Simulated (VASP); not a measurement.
# KF in VASP: notebook

The runs below take KF through relaxation of the atoms, single point, with revpbe exchange, lda correlation, r2SCAN, PBE.

Everything below comes from runs of VASP 6.6.1. Logs are shortened: lines on timing, memory, paths and dates and some standing lists are left out, and cuts for length are marked.

## (1) The cell of the first run

The typed cell holds 2 atoms: a = 3.259 Å, b = 3.259 Å, c = 3.259 Å, α = 90.00°, β = 90.00°, γ = 90.00°.

## (2) Relaxation of the atoms, revpbe exchange, lda correlation

The input, INCAR:

```
PREC = Accurate
ENCUT = 520
EDIFF = 1E-7
ISMEAR = -1
SIGMA = 0.1
LREAL = False
LASPH = True
NELM = 120
ALGO = Normal
ISIF = 2
LWAVE = False
LCHARG = False
GGA = LIBXC
LIBXC1 = GGA_X_PBE_R
LIBXC2 = LDA_C_PW
IBRION = 2
NSW = 80
EDIFFG = -0.01
GGA_COMPAT = False
NELMIN = 4
```

The input, KPOINTS:

```
regular mesh
0
Gamma
  6 6 6
```

The input, POSCAR:

```
KF
1.0
    3.2589550000      0.0000000000      0.0000000000
    0.0000000000      3.2589550000      0.0000000000
    0.0000000000      0.0000000000      3.2589550000
K F
1 1
Direct
    0.0096230000      0.0125640000     -0.0066890000
    0.5033790000      0.5035290000      0.5001780000
```

Potentials or basis: VASP PAW PBE potentials, release 64 (K_sv, F).

The run is started by

```bash
$ cat potpaw_PBE.64/K_sv/POTCAR potpaw_PBE.64/F/POTCAR > POTCAR
$ mpirun -np 1 vasp_std > vasp.out
```

OUTCAR:

```text
PREC = Accurate
   ENCUT = 520
   EDIFF = 1E-7
   ISMEAR = -1
   LREAL = False
   LASPH = True
   NELM = 120
   ISIF = 2
   GGA = LIBXC
   IBRION = 2
   NSW = 80
   EDIFFG = -0.01
   NELMIN = 4

 ion  position               nearest neighbor table
   1  0.010  0.013  0.993-   2 2.78   2 2.80   2 2.81   2 2.81   2 2.83   2 2.84   2 2.84
   2  0.503  0.504  0.500-   1 2.78   1 2.80   1 2.81   1 2.81   1 2.83   1 2.84   1 2.84

  LATTYP: Found a simple cubic cell.
 ALAT       =     3.2589550000

  Lattice vectors:

 A1 = (   3.2589550000,   0.0000000000,   0.0000000000)
 A2 = (   0.0000000000,   3.2589550000,   0.0000000000)
 A3 = (   0.0000000000,   0.0000000000,   3.2589550000)

Analysis of symmetry for initial positions (statically):
=====================================================================
 Subroutine PRICEL returns:
 Original cell was already a primitive cell.

 Routine SETGRP: Setting up the symmetry group for a
 simple cubic supercell.

 Subroutine GETGRP returns: Found  1 space group operations
 (whereof  1 operations were pure point group operations)
 out of a pool of 48 trial point group operations.

The static configuration has the point symmetry C_1 .

Analysis of symmetry for dynamics (positions and initial velocities):
=====================================================================
 Subroutine PRICEL returns:
 Original cell was already a primitive cell.

 Routine SETGRP: Setting up the symmetry group for a
 simple cubic supercell.

 Subroutine GETGRP returns: Found  1 space group operations
 (whereof  1 operations were pure point group operations)
 out of a pool of 48 trial point group operations.

The dynamic configuration has the point symmetry C_1 .

 Subroutine INISYM returns: Found  1 space group operations
 (whereof  1 operations are pure point group operations),
 and found     1 'primitive' translations

----------------------------------------------------------------------------------------

                                     Primitive cell

  volume of cell :      34.6127

  direct lattice vectors                    reciprocal lattice vectors
     3.258955000  0.000000000  0.000000000     0.306846827  0.000000000  0.000000000
     0.000000000  3.258955000  0.000000000     0.000000000  0.306846827  0.000000000
     0.000000000  0.000000000  3.258955000     0.000000000  0.000000000  0.306846827

  length of vectors
     3.258955000  3.258955000  3.258955000     0.306846827  0.306846827  0.306846827

  position of ions in fractional coordinates (direct lattice)
     0.009623000  0.012564000  0.993311000
     0.503379000  0.503529000  0.500178000

  ion indices of the primitive-cell ions
   primitive index   ion index
                 1           1
                 2           2

----------------------------------------------------------------------------------------

 KPOINTS: regular mesh

Automatic generation of k-mesh.
 Grid dimensions read from file:
 generate k-points for:    6    6    6

 Generating k-lattice:

  Cartesian coordinates                     Fractional coordinates (reciprocal lattice)
     0.051141138  0.000000000  0.000000000     0.166666667  0.000000000  0.000000000
     0.000000000  0.051141138  0.000000000     0.000000000  0.166666667  0.000000000
     0.000000000  0.000000000  0.051141138     0.000000000  0.000000000  0.166666667

  Length of vectors
     0.051141138  0.051141138  0.051141138

  Shift w.r.t. Gamma in fractional coordinates (k-lattice)
     0.000000000  0.000000000  0.000000000

 Subroutine IBZKPT returns following result:
 ===========================================

 Found    112 irreducible k-points:

 Following reciprocal coordinates:
            Coordinates               Weight
  0.000000  0.000000  0.000000      1.000000
  0.166667  0.000000  0.000000      2.000000
  0.000000  0.166667  0.000000      2.000000
  0.000000  0.000000  0.166667      2.000000
  0.333333  0.000000  0.000000      2.000000
  0.000000  0.333333  0.000000      2.000000
[... 16 lines left out ...]
  0.000000 -0.333333  0.166667      2.000000
 -0.166667  0.000000  0.333333      2.000000
 [... further k-points ...]
   k-points           NKPTS =    112   k-points in BZ     NKDIM =    112   number of bands    NBANDS=     12
   number of dos      NEDOS =    301   number of ions     NIONS =      2
   total plane-waves  NPLWV =  13824
   dimension x,y,z NGX =    24 NGY =   24 NGZ =   24
   dimension x,y,z NGXF=    48 NGYF=   48 NGZF=   48
   ions per type =               1   1
   NGX,Y,Z   is equivalent  to a cutoff of  12.24, 12.24, 12.24 a.u.
   NGXF,Y,Z  is equivalent  to a cutoff of  24.49, 24.49, 24.49 a.u.
 SYSTEM =  unknown system
   PREC   = accura    normal or accurate (medium, high low for compatibility)
   ISTART =      0    job   : 0-new  1-cont  2-samecut
   ICHARG =      2    charge: 1-file 2-atom 10-const
   ISPIN  =      1    spin polarized calculation?
   LNONCOLLINEAR =      F non collinear calculations
   LSORBIT =      F    spin-orbit coupling
   LASPH  =      T    aspherical Exc in radial PAW
   ENCUT  =  520.0 eV  38.22 Ry    6.18 a.u.   6.06  6.06  6.06*2*pi/ulx,y,z
   NELM   =    120;   NELMIN=  4; NELMDL= -5     # of ELM steps
   EDIFF  = 0.1E-06   stopping-criterion for ELM
   LREAL  =      F    real-space projection
   EDIFFG = -.1E-01   stopping-criterion for IOM
   NSW    =     80    number of steps for IOM
   IBRION =      2    ionic relax: 0-MD 1-quasi-New 2-CG
   NFREE  =      1    steps in history (QN), initial steepest desc. (CG)
   ISIF   =      2    stress and relaxation
   ISYM   =      2    0-nonsym 1-usesym 2-fastsym
   POTIM  = 0.5000    time-step for ionic-motion
   TEBEG  =    0.0;   TEEND  =   0.0 temperature during run
   PSTRESS=    0.0 pullay stress
   NELECT =      16.0000    total number of electrons
   NUPDOWN=      -1.0000    fix difference up-down
   EMIN   =  10.00;   EMAX   =-10.00  energy-range for DOS
   EFERMI =   0.00;   METHOD = LEGACY
   ISMEAR =    -1;   SIGMA  =   0.10  broadening in eV -4-tet -1-fermi 0-gaus
   EFERMI_NEDOS =   21; number of points for ismear=-14 and -15
   IALGO  =     38    algorithm
   IMIX   =      4    mixing-type and parameters
     AMIX     =   0.40;   BMIX     =  1.00
     AMIX_MAG =   1.60;   BMIX_MAG =  1.00
  volume/ion in A,a.u.               =      17.31       116.79
  Fermi-wavevector in a.u.,A,eV,Ry     =   1.265814  2.392041 21.800402  1.602284
  Thomas-Fermi vector in A             =   2.399047
   LORBIT       =      0    0 simple, 1 ext, 2 COOP (PROOUT), +10 PAW based schemes
   GGA     = LIBXC    functional components
   LHFCALC =     F    Hartree Fock is set to
   AEXX    =    0.0000 exact exchange contribution
   IVDW    =     0    specifies the selected vdW correction
   LEPSILON=     F    determine dielectric tensor
   LRPA    =     F    only Hartree local field effects (RPA)
 conjugate gradient relaxation of ions
 non-spin polarized calculation
  energy-cutoff  :      520.00
  volume of cell :       34.61
 maximum number of plane-waves:       952
   NGX = 13   NGY = 13   NGZ = 13

--------------------------------------- Ionic step        1  -------------------------------------------

 number of electron      15.9999991 magnetization

 Free energy of the ion-electron system (eV)
  ---------------------------------------------------
  ext. energy  EPLUGINS =         0.00000000
  ---------------------------------------------------
  free energy    TOTEN  =        -7.44884082 eV

  energy without entropy =       -7.44884082  energy(sigma->0) =       -7.44884082

------------------------ aborting loop because EDIFF is reached ----------------------------------------

  FORCE on cell =-STRESS in cart. coord.  units (eV):
  Direction    XX          YY          ZZ          XY          YZ          ZX
  --------------------------------------------------------------------------------------
  -------------------------------------------------------------------------------------
  Total        1.2314007      1.2308072      1.2315942      0.0036824     -0.0039475     -0.0027513
  in kB       57.0000047     56.9725340     57.0089594      0.1704528     -0.1827250     -0.1273563
  external PRESSURE =      56.9938327 kB  Pullay stress =       0.0000000 kB
[... 93 lines left out ...]
  energy  without entropy=       -7.4495524440  energy(sigma->0) =       -7.44955244

--------------------------------------- Ionic step        4  -------------------------------------------

 number of electron      16.0000003 magnetization

 Free energy of the ion-electron system (eV)
  ---------------------------------------------------
  ext. energy  EPLUGINS =         0.00000000
  ---------------------------------------------------
  free energy    TOTEN  =        -7.44985889 eV

  energy without entropy =       -7.44985889  energy(sigma->0) =       -7.44985889

 E-fermi :   0.2098     XC(G=0):  -8.6832

 val. band max:       -2.1046887204   @ k =   0.5000   0.5000   0.0000
 cond. band min:       4.7437446964   @ k =   0.0000   0.0000   0.0000
 fundamental gap:      6.8484334168
 Fermi energy:         0.2098231570

 k-point     1 :       0.0000    0.0000    0.0000
  band No.  band energies     occupation
      1     -29.3477      2.00000
      2     -21.0292      2.00000
      3     -12.3582      2.00000
      4     -12.3582      2.00000
      5     -12.3582      2.00000
      6      -2.1536      2.00000
      7      -2.1536      2.00000
      8      -2.1536      2.00000
      9       4.7437      0.00000
     10       6.4899      0.00000
     11       6.4899      0.00000
     12      11.6313      0.00000
[... 331 lines left out ...]
 k-point    24 :      -0.1667    0.0000    0.3333
  band No.  band energies     occupation
      1     -29.2347      2.00000
      2     -21.0292      2.00000
      3     -12.8515      2.00000
      4     -12.4831      2.00000
      5     -12.2621      2.00000
      6      -2.9015      2.00000
      7      -2.3663      2.00000
      8      -2.2092      2.00000
      9       6.9865      0.00000
     10       7.5812      0.00000
     11       8.5641      0.00000
     12      10.3748      0.00000

 [... further k-points ...]
[... 5 lines left out ...]
  --------------------------------------------------------------------------------------
  -------------------------------------------------------------------------------------
  Total        1.2264332      1.2262086      1.2272351      0.0001863     -0.0001755     -0.0001903
  in kB       56.7700658     56.7596671     56.8071838      0.0086217     -0.0081241     -0.0088100
  external PRESSURE =      56.7789722 kB  Pullay stress =       0.0000000 kB
[... 17 lines left out ...]
  FREE ENERGIE OF THE ION-ELECTRON SYSTEM (eV)
  ---------------------------------------------------
  free  energy   TOTEN  =        -7.4498588856 eV

  energy  without entropy=       -7.4498588855  energy(sigma->0) =       -7.44985889

 reached required accuracy - stopping structural energy minimisation
```

Run time: 69 s. Hardware: 1 thread of AMD EPYC 7R13 (Zen 3), shared host; peak memory 0.14 GiB.

Results:

| Item | Value |
| --- | --- |
| Free energy | -7.4499 eV |
| Energy gained by relaxing | 0.5 meV/atom |
| Ionic steps | 4 |
| Pressure after relaxing | 5.7 GPa |
| Largest force after relaxing | 0.004 eV/Å |
| Band gap on the k mesh | 6.85 eV (least direct gap 6.90 eV) |

Forces in eV/Å, atoms in the order of the input:
```
K    0.002  0.003 -0.002
F   -0.002 -0.003  0.002
```

Step by step:
```csv
step,energy change (eV),largest force (eV/Å),pressure (GPa)
1,0.0000,0.0487,5.70
2,-0.0002,0.0439,5.69
3,-0.0007,0.0293,5.68
4,-0.0010,0.0044,5.68
```

Final structure:
```yaml
crystal:
  lattice:
    - [3.25895, 0.00000, 0.00000]
    - [0.00000, 3.25895, 0.00000]
    - [0.00000, 0.00000, 3.25895]
  atoms:
    - { symbol: K, position: [0.00613, 0.00754, 0.99713] }
    - { symbol: F, position: [0.50687, 0.50855, 0.49636] }
```

Levels at points of the mesh, in eV from the valence-band top:
```tsv
k point	band 5	band 6	band 7	band 8	band 9	band 10	band 11	band 12
(0.00, 0.00, 0.00)	-10.25	-0.05	-0.05	-0.05	6.85	8.59	8.59	13.74
(0.50, 0.00, 0.00)	-10.15	-1.12	-0.15	-0.15	9.49	9.73	11.45	12.45
(0.00, 0.50, 0.00)	-10.15	-1.12	-0.15	-0.15	9.49	9.73	11.45	12.45
(0.00, 0.00, 0.50)	-10.15	-1.12	-0.15	-0.15	9.49	9.73	11.45	12.45
(0.50, 0.50, 0.00)	-10.08	-0.58	-0.58	0.00	8.79	9.30	11.94	11.94
(0.00, 0.50, 0.50)	-10.08	-0.58	-0.58	0.00	8.79	9.30	11.94	11.94
(0.50, 0.00, 0.50)	-10.08	-0.58	-0.58	0.00	8.79	9.30	11.94	11.94
(0.50, 0.50, 0.50)	-10.79	-0.96	-0.96	-0.96	10.64	10.64	10.64	15.33
```

Caveat: the PAW data sets were made with another functional, which shifts forces and pressure a little.

## (3) Single point, r2SCAN

The input, POSCAR:

```
KF
1.0
    3.2589550000      0.0000000000      0.0000000000
    0.0000000000      3.2589550000      0.0000000000
    0.0000000000      0.0000000000      3.2589550000
K F
1 1
Direct
    0.0000000000      0.0000000000      0.0000000000
    0.5000000000      0.5000000000      0.5000000000
```

The input, INCAR.step1:

```
SYSTEM = KF
ALGO = Normal
EDIFF = 1E-4
ENCUT = 520
GGA = PE
ISMEAR = 1
LASPH = .True.
LCHARG = .False.
LREAL = .False.
LWAVE = .True.
NBANDS = 15
NELM = 80
PREC = Accurate
SIGMA = 0.1
```

The input, INCAR.step2:

```
SYSTEM = KF
ALGO = Normal
EDIFF = 1E-6
ENCUT = 520
ISIF = 2
ISMEAR = 1
ISTART = 1
LASPH = .True.
LCHARG = .False.
LMIXTAU = .True.
LREAL = .False.
LWAVE = .False.
METAGGA = R2SCAN
NBANDS = 15
NELM = 80
PREC = Accurate
SIGMA = 0.1
```

The input, KPOINTS:

```
k-points
0
Gamma
  7 7 7
  0 0 0
```

Potentials or basis: VASP PAW PBE potentials, release 64 (K_sv, F).

The run is started by

```bash
$ cat potpaw_PBE.64/K_sv/POTCAR potpaw_PBE.64/F/POTCAR > POTCAR
$ cp INCAR.step1 INCAR
$ mpirun -np 1 vasp_std > vasp.out
$ cp INCAR.step2 INCAR
$ mpirun -np 1 vasp_std > vasp.out
```

It took 30 s on 1 thread of AMD EPYC 7R13 (Zen 3), shared host; peak memory 0.12 GiB.

The run converged. Its results:

```yaml
Free_energy: -14.8393 eV
Pressure: -2.7 GPa
Band_gap_on_the_k_mesh: 7.17 eV (least direct gap 7.20 eV)
```

Levels at points of the mesh, in eV from the valence-band top:
| k point | band 4 | band 5 | band 6 | band 7 | band 8 | band 9 | band 10 | band 11 | band 12 | band 13 |
| --- | --- | --- | --- | --- | --- | --- | --- | --- | --- | --- |
| (0.00, 0.00, 0.00) | -10.28 | -10.28 | -0.03 | -0.03 | -0.03 | 7.17 | 9.03 | 9.03 | 14.78 | 14.78 |

Caveat: the PAW data sets were made with another functional, which shifts forces and pressure a little; an odd mesh through Γ misses points on the zone boundary, where band edges can lie.

## (4) Single point, r2SCAN

POSCAR is that of step 3.

The input, INCAR.step1:

```
ALGO     = Normal         # electronic algorithm
EDIFF    = 1E-4           # SCF threshold, eV
ENCUT    = 520            # plane-wave cutoff, eV
GGA      = PE             # functional
ISMEAR   = 1              # smearing method
LASPH    = T              # aspherical terms in the spheres
LCHARG   = F              # write CHGCAR
LREAL    = F              # projectors in reciprocal space
LWAVE    = T              # write WAVECAR
NBANDS   = 15             # bands
NELM     = 60             # most SCF steps
PREC     = Accurate       # precision mode
SIGMA    = 0.1            # smearing width, eV
```

The input, INCAR.step2:

```
ALGO     = Normal         # electronic algorithm
EDIFF    = 1E-6           # SCF threshold, eV
ENCUT    = 520            # plane-wave cutoff, eV
ISIF     = 2              # what is computed and relaxed
ISMEAR   = 1              # smearing method
ISTART   = 1            
LASPH    = T              # aspherical terms in the spheres
LCHARG   = T              # write CHGCAR
LELF     = T              # ELF
LMIXTAU  = T            
LREAL    = F              # projectors in reciprocal space
LVHAR    = T            
LWAVE    = F              # write WAVECAR
METAGGA  = R2SCAN         # meta-GGA
NBANDS   = 15             # bands
NELM     = 60             # most SCF steps
PREC     = Accurate       # precision mode
SIGMA    = 0.1            # smearing width, eV
```

The input, KPOINTS:

```
k-points
0
Gamma
  7 7 7
```

The run is started by

```bash
$ cat potpaw_PBE.64/K_sv/POTCAR potpaw_PBE.64/F/POTCAR > POTCAR
$ cp INCAR.step1 INCAR
$ mpirun -np 1 vasp_std > vasp.out
$ cp INCAR.step2 INCAR
$ mpirun -np 1 vasp_std > vasp.out
```

It took 31 s on 1 thread of AMD EPYC 7R13 (Zen 3), shared host; peak memory 0.12 GiB.

The run converged. Its results:

```yaml
Free_energy: -14.8393 eV
Pressure: -2.7 GPa
Band_gap_on_the_k_mesh: 7.17 eV (least direct gap 7.20 eV)
```

Levels at points of the mesh, in eV from the valence-band top:
| k point | band 4 | band 5 | band 6 | band 7 | band 8 | band 9 | band 10 | band 11 | band 12 | band 13 |
| --- | --- | --- | --- | --- | --- | --- | --- | --- | --- | --- |
| (0.00, 0.00, 0.00) | -10.28 | -10.28 | -0.03 | -0.03 | -0.03 | 7.17 | 9.03 | 9.03 | 14.78 | 14.78 |

Caveat: the PAW data sets were made with another functional, which shifts forces and pressure a little; an odd mesh through Γ misses points on the zone boundary, where band edges can lie.

## (5) Single point, PBE

The input, INCAR:

```
SYSTEM = KF
PREC     = Accurate       ! precision mode
ENCUT    = 520            ! plane-wave cutoff, eV
EDIFF    = 1E-6           ! SCF threshold, eV
ISMEAR   = 1              ! smearing method
SIGMA    = 0.1            ! smearing width, eV
LREAL    = .FALSE.        ! projectors in reciprocal space
LASPH    = .TRUE.         ! aspherical terms in the spheres
NELM     = 100            ! most SCF steps
ALGO     = Normal         ! electronic algorithm
ISIF     = 2              ! what is computed and relaxed
LWAVE    = .FALSE.        ! write WAVECAR
LCHARG   = .TRUE.         ! write CHGCAR
GGA      = PE             ! functional
LELF     = .TRUE.         ! ELF
LVHAR    = .TRUE.       
NBANDS   = 15             ! bands
```

The input, KPOINTS:

```
Automatic mesh
0
G
  6 6 6
  0 0 0
```

The input, POSCAR:

```
KF
1.0
    3.2589550000      0.0000000000      0.0000000000
    0.0000000000      3.2589550000      0.0000000000
    0.0000000000      0.0000000000      3.2589550000
K F
1 1
Direct
   -0.0011440000      0.0091140000     -0.0103870000
    0.5052220000      0.4918970000      0.4872750000
```

The run is started by

```bash
$ cat potpaw_PBE.64/K_sv/POTCAR potpaw_PBE.64/F/POTCAR > POTCAR
$ mpirun -np 1 vasp_std > vasp.out
```

It took 30 s on 1 thread of AMD EPYC 7R13 (Zen 3), shared host; peak memory 0.15 GiB.

The run converged. Its results:

```yaml
Free_energy: -8.0904 eV
Pressure: 0.0 GPa
Largest_force: 0.048 eV/Å
Band_gap_on_the_k_mesh: 6.26 eV (least direct gap 6.31 eV)
```

Forces on the atoms (eV/Å):
```
K    0.017 -0.045 -0.006
F   -0.017  0.045  0.006
```

Levels at points of the mesh, in eV from the valence-band top:
```tsv
k point	band 5	band 6	band 7	band 8	band 9	band 10	band 11	band 12
(0.00, 0.00, 0.00)	-10.05	-0.05	-0.05	-0.05	6.26	8.30	8.30	13.82
(0.50, 0.00, 0.00)	-9.94	-1.22	-0.16	-0.16	9.28	9.35	10.86	12.41
(0.00, 0.50, 0.00)	-9.94	-1.22	-0.16	-0.16	9.29	9.36	10.87	12.40
(0.00, 0.00, 0.50)	-9.94	-1.22	-0.16	-0.16	9.28	9.35	10.85	12.40
(0.50, 0.50, 0.00)	-9.86	-0.61	-0.61	0.00	8.47	8.98	11.86	11.87
(0.00, 0.50, 0.50)	-9.86	-0.61	-0.61	0.00	8.47	8.98	11.86	11.87
(0.50, 0.00, 0.50)	-9.86	-0.61	-0.61	0.00	8.48	8.98	11.86	11.86
(0.50, 0.50, 0.50)	-10.62	-1.03	-1.03	-1.03	10.42	10.42	10.44	15.20
```

## (6) Summary

| task | level | cell | k mesh | smearing | gap on the mesh (eV) | pressure (GPa) |
| --- | --- | --- | --- | --- | --- | --- |
| relaxation of the atoms | revpbe exchange, lda correlation | atoms relaxed, atomic positions A | 6 × 6 × 6 | fermi-dirac 0.1 eV | 6.85 | 5.7 |
| single point | r2SCAN | as given, atomic positions B | 7 × 7 × 7 | methfessel-paxton 0.1 eV | 7.17 | -2.7 |
| single point | PBE | as given, atomic positions C | 6 × 6 × 6 | methfessel-paxton 0.1 eV | 6.26 | 0.0 |

Alike in all rows: potentials or basis VASP PAW PBE potentials, release 64 (K_sv, F); no spin polarisation; cutoff (eV) 520.

Caveats: the PAW data sets were made with another functional, which shifts forces and pressure a little (at least some runs); an odd mesh through Γ misses points on the zone boundary, where band edges can lie (at least some runs).

Total energies depend on the potentials used, so only differences within one code and one set of settings carry meaning.
